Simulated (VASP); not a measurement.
The system is AsPt.

```
Pt As
1.0
     0.00000    2.81295    2.81295
     2.81295    0.00000    2.81295
     2.81295    2.81295    0.00000
Pt As
1 1
Direct
  0.00000 0.00000 0.00000
  0.25000 0.25000 0.25000
```

Base run:

- Program: VASP 6.6.1
- Functional: PBE
- Dispersion: D3(BJ)
- Potentials or basis: VASP PAW PBE potentials, release 64 (Pt, As)
- Cutoff: 520 eV
- k mesh: 12 × 12 × 12
- Occupations: gaussian, width 0.05 eV
- Spin: no spin polarisation

Its results: pressure -3.6 GPa.

Question: The run is repeated on the same cell with these changes: functional from PBE to PBEsol; dispersion from D3(BJ) to none. What comes out?

Answer: Pressure -4.5 GPa.

Several settings changed at once, so the effect can't be laid on one alone.

Caveats: three body term missing (some runs); pairwise dispersion overbinds metals, which lowers pressure and volume (some runs); the PAW data sets were made with another functional, which shifts forces and pressure a little (some runs).
